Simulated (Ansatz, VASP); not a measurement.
**W in VASP and in Ansatz**

Contents of INCAR:

```
SYSTEM = W
ALGO     = Fast           ! electronic algorithm
EDIFF    = 1E-7           ! SCF threshold, eV
ENCUT    = 520            ! plane-wave cutoff, eV
GGA      = PS             ! functional
ISIF     = 2              ! what is computed and relaxed
ISMEAR   = 0              ! smearing method
LASPH    = .True.         ! aspherical terms in the spheres
LCHARG   = .True.         ! write CHGCAR
LELF     = .True.         ! ELF
LREAL    = .False.        ! projectors in reciprocal space
LVHAR    = .True.       
LWAVE    = .False.        ! write WAVECAR
NBANDS   = 13             ! bands
NELM     = 100            ! most SCF steps
PREC     = Accurate       ! precision mode
SIGMA    = 0.15           ! smearing width, eV
```

File KPOINTS:

```
k-points
0
Gamma
  20 20 20
  0 0 0
```

Contents of POSCAR:

```
W
1.0
   -1.4695160000      1.4695160000      1.5973000000
    1.4695160000     -1.4695160000      1.5973000000
    1.4695160000      1.4695160000     -1.5973000000
W
1
Direct
    0.0000000000      0.0000000000      0.0000000000
```

Input for Ansatz:

```yaml
crystal:
  lattice:
    - [-1.469516, 1.469516, 1.5973]
    - [1.469516, -1.469516, 1.5973]
    - [1.469516, 1.469516, -1.5973]
  atoms:
    - { symbol: W, position: [0.0, 0.0, 0.0] }
basis:
  ecutwfc: 420
kpoints:
  mp_grid: { grid: [20, 20, 20] }
hamiltonian:
  xc: pbesol
scf:
  occupations: { method: gaussian, width: 0.15 }
output:
  forces: true
  stress: true
  eigenvalues: true
```

Change from the starting cell: strain -0.080 along x and y, +0.000 along z, atoms carried along.

Alike in both runs: task single point; functional PBEsol; k mesh 20 × 20 × 20; occupations gaussian, width 0.15 eV; no spin polarisation.

|  | VASP | Ansatz |
| --- | --- | --- |
| version | VASP 6.6.1 | Ansatz 0.2.0 |
| potentials or method | VASP PAW PBE potentials, release 64 (W_sv), cutoff 520 eV | scalar-relativistic, plane waves, PAW |
| valence electrons in the cell | 14 | 14 |

|  | VASP | Ansatz | Ansatz less VASP |
| --- | --- | --- | --- |
| gap on the k mesh at the Fermi level (eV) | none | none | - |
| pressure (GPa) | 57.0 | 55.4 | -1.65 |
| traceless stress, the component that is largest in VASP (GPa) | -22.49 | -22.52 | -0.034 |

VASP's potentials were made for PBE, not for PBEsol. A gap of «none» marks a metal or a gap that the smearing closes. Both programs put the cell under a high pressure, so it lies far from rest at this level.

Neither program's run includes spin-orbit coupling.
